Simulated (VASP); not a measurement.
# CuP (P4/mmm) in VASP: a series of runs

Runs on CuP. Level: PBE. Tasks: single point.

Everything below comes from runs of VASP 6.6.1. Logs are shortened: lines on timing, memory, paths and dates and some standing lists are left out, and cuts for length are marked.

## 1. The cell of the first run

Symmetry: P4/mmm, No. 123, tetragonal system. The conventional cell has a = 2.709 Å, b = 2.709 Å, c = 3.655 Å, α = 90.00°, β = 90.00°, γ = 90.00°. Within 3.5 Å of Cu (site symmetry 4/mmm) lie 8 P at 2.65 Å and 4 Cu at 2.71 Å. P (site symmetry 4/mmm) has 8 Cu at 2.65 Å and 4 P at 2.71 Å within 3.5 Å.

## 2. Single point, PBE

Contents of INCAR:

```
SYSTEM = CuP
ALGO = Normal
EDIFF = 1E-7
ENCUT = 520
GGA = PE
ISIF = 2
ISMEAR = 0
LASPH = .True.
LCHARG = .False.
LREAL = .False.
LWAVE = .False.
NBANDS = 15
NELM = 100
PREC = Accurate
SIGMA = 0.1
```

Contents of KPOINTS:

```
k-points
0
Gamma
  6 6 4
  0 0 0
```

Contents of POSCAR:

```
CuP
1.0
    2.7094807504      0.0000000000      0.0000000000
    0.0000000000      2.7094807504      0.0000000000
    0.0000000000      0.0000000000      3.6549478104
Cu P
1 1
Direct
    0.5000000000      0.5000000000      0.5000000000
    0.0000000000      0.0000000000      0.0000000000
```

Potentials or basis: VASP PAW PBE potentials, release 64 (Cu, P).

On the command line:

```bash
> cat potpaw_PBE.64/Cu/POTCAR potpaw_PBE.64/P/POTCAR > POTCAR
> mpirun -np 1 vasp_std > vasp.out
```

OUTCAR:

```text
SYSTEM = CuP
   EDIFF = 1E-7
   ENCUT = 520
   GGA = PE
   ISIF = 2
   ISMEAR = 0
   LASPH = .True.
   LREAL = .False.
   NELM = 100
   PREC = Accurate

 ion  position               nearest neighbor table
   1  0.500  0.500  0.500-   2 2.65   2 2.65   2 2.65   2 2.65   2 2.65   2 2.65   2 2.65   2 2.65

   2  0.000  0.000  0.000-   1 2.65   1 2.65   1 2.65   1 2.65   1 2.65   1 2.65   1 2.65   1 2.65

  LATTYP: Found a simple tetragonal cell.
 ALAT       =     2.7094807504
 C/A-ratio  =     1.3489476941

  Lattice vectors:

 A1 = (   2.7094807504,   0.0000000000,   0.0000000000)
 A2 = (   0.0000000000,   2.7094807504,   0.0000000000)
 A3 = (   0.0000000000,   0.0000000000,   3.6549478104)

Analysis of symmetry for initial positions (statically):
=====================================================================
 Subroutine PRICEL returns:
 Original cell was already a primitive cell.

 Routine SETGRP: Setting up the symmetry group for a
 simple tetragonal supercell.

 Subroutine GETGRP returns: Found 16 space group operations
 (whereof 16 operations were pure point group operations)
 out of a pool of 16 trial point group operations.

The static configuration has the point symmetry D_4h.

Analysis of symmetry for dynamics (positions and initial velocities):
=====================================================================
 Subroutine PRICEL returns:
 Original cell was already a primitive cell.

 Routine SETGRP: Setting up the symmetry group for a
 simple tetragonal supercell.

 Subroutine GETGRP returns: Found 16 space group operations
 (whereof 16 operations were pure point group operations)
 out of a pool of 16 trial point group operations.

The dynamic configuration has the point symmetry D_4h.

 Subroutine INISYM returns: Found 16 space group operations
 (whereof 16 operations are pure point group operations),
 and found     1 'primitive' translations

----------------------------------------------------------------------------------------

                                     Primitive cell

  volume of cell :      26.8320

  direct lattice vectors                    reciprocal lattice vectors
     2.709480750  0.000000000  0.000000000     0.369074407  0.000000000  0.000000000
     0.000000000  2.709480750  0.000000000     0.000000000  0.369074407  0.000000000
     0.000000000  0.000000000  3.654947810     0.000000000  0.000000000  0.273601718

  length of vectors
     2.709480750  2.709480750  3.654947810     0.369074407  0.369074407  0.273601718

  position of ions in fractional coordinates (direct lattice)
     0.500000000  0.500000000  0.500000000
[... 91 lines left out ...]
   EMIN   =  10.00;   EMAX   =-10.00  energy-range for DOS
   EFERMI =   0.00;   METHOD = LEGACY
   ISMEAR =     0;   SIGMA  =   0.10  broadening in eV -4-tet -1-fermi 0-gaus
   EFERMI_NEDOS =   21; number of points for ismear=-14 and -15
   IALGO  =     38    algorithm
   IMIX   =      4    mixing-type and parameters
     AMIX     =   0.40;   BMIX     =  1.00
     AMIX_MAG =   1.60;   BMIX_MAG =  1.00
  volume/ion in A,a.u.               =      13.42        90.54
  Fermi-wavevector in a.u.,A,eV,Ry     =   1.377940  2.603929 25.833645  1.898719
  Thomas-Fermi vector in A             =   2.503047
   LORBIT       =      0    0 simple, 1 ext, 2 COOP (PROOUT), +10 PAW based schemes
   GGA     = PE    functional components
   LHFCALC =     F    Hartree Fock is set to
   AEXX    =    0.0000 exact exchange contribution
   IVDW    =     0    specifies the selected vdW correction
   LEPSILON=     F    determine dielectric tensor
   LRPA    =     F    only Hartree local field effects (RPA)
 non-spin polarized calculation
 Gauss-broadening in eV      SIGMA  =   0.10
  energy-cutoff  :      520.00
  volume of cell :       26.83
 maximum number of plane-waves:       736
   NGX = 11   NGY = 11   NGZ = 13

 number of electron      15.9999995 magnetization

 Free energy of the ion-electron system (eV)
  ---------------------------------------------------
  ext. energy  EPLUGINS =         0.00000000
  ---------------------------------------------------
  free energy    TOTEN  =        -8.43613929 eV

  energy without entropy =       -8.43507135  energy(sigma->0) =       -8.43560532

 E-fermi :   9.1309     XC(G=0): -11.9230

 val. band max:        8.9768521318   @ k =   0.3333   0.1667   0.0000
 cond. band min:       9.2659268772   @ k =   0.1667   0.1667   0.2500
 fundamental gap:      0.2890747454
 Fermi energy:         9.1308738129

 k-point     1 :       0.0000    0.0000    0.0000
  band No.  band energies     occupation
      1      -5.6555      2.00000
      2       4.5062      2.00000
      3       4.8497      2.00000
      4       5.1102      2.00000
      5       6.0343      2.00000
      6       6.0343      2.00000
      7       6.3472      2.00000
      8       9.7049      0.00000
      9      11.6979      0.00000
     10      11.6979      0.00000
     11      15.9023      0.00000
     12      17.9555      0.00000
     13      24.2370      0.00000
     14      24.6973      0.00000
[... 401 lines left out ...]
      2       2.1286      2.00000
      3       3.9433      2.00000
      4       4.6152      2.00000
      5       5.8493      2.00000
      6       5.9821      2.00000
      7       6.0528      2.00000
      8       6.5060      2.00000
      9       8.6662      2.00000
     10      14.1305      0.00000
     11      19.9479      0.00000
     12      20.0711      0.00000
     13      22.0105      0.00000
     14      22.7016      0.00000
     15      24.2153      0.00000

 [... further k-points ...]

------------------------ aborting loop because EDIFF is reached ----------------------------------------

  FORCE on cell =-STRESS in cart. coord.  units (eV):
  Direction    XX          YY          ZZ          XY          YZ          ZX
  --------------------------------------------------------------------------------------
  -------------------------------------------------------------------------------------
  Total       -0.0004035     -0.0004035      0.0096827      0.0000000      0.0000000     -0.0000000
  in kB       -0.0240934     -0.0240934      0.5781668      0.0000000      0.0000000     -0.0000000
  external PRESSURE =       0.1766600 kB  Pullay stress =       0.0000000 kB

 VOLUME and BASIS-vectors are now :
 -----------------------------------------------------------------------------
  energy-cutoff  :      520.00
  volume of cell :       26.83
      direct lattice vectors                 reciprocal lattice vectors
     2.709480750  0.000000000  0.000000000     0.369074407  0.000000000  0.000000000
     0.000000000  2.709480750  0.000000000     0.000000000  0.369074407  0.000000000
     0.000000000  0.000000000  3.654947810     0.000000000  0.000000000  0.273601718

 POSITION                                       TOTAL-FORCE (eV/Angst)
 -----------------------------------------------------------------------------------
      1.35474      1.35474      1.82747         0.000000      0.000000      0.000000
      0.00000      0.00000      0.00000         0.000000      0.000000      0.000000
 -----------------------------------------------------------------------------------
    total drift:                               -0.000000      0.000000      0.000000

  FREE ENERGIE OF THE ION-ELECTRON SYSTEM (eV)
  ---------------------------------------------------
  free  energy   TOTEN  =        -8.4361392950 eV

  energy  without entropy=       -8.4350713522  energy(sigma->0) =       -8.43560532
```

stdout:

```text
POSCAR found type information on POSCAR CuP
 POSCAR found :  2 types and       2 ions
 scaLAPACK will be used
 LDA part: xc-table for (Slater+PW92), standard interpolation
 POSCAR, INCAR and KPOINTS ok, starting setup
 FFT: planning ... GRIDC
 FFT: planning ... GRID_SOFT
 FFT: planning ... GRID
 WAVECAR not read
 entering main loop
```

It took 5.4 s on 1 thread of Intel Xeon 6975P-C (Granite Rapids), shared host; peak memory 0.13 GiB.

What came out:

| Quantity | Value |
| --- | --- |
| Free energy | -8.4361 eV |
| Pressure | 0.0 GPa |
| Band gap on the k mesh | zero (band 8 reaches 12.92 eV, above the bottom of band 9 at 8.29 eV) |

Caveat: the k points lie up to 0.43 Å⁻¹ apart.

(Continued in part 2 of 2.)
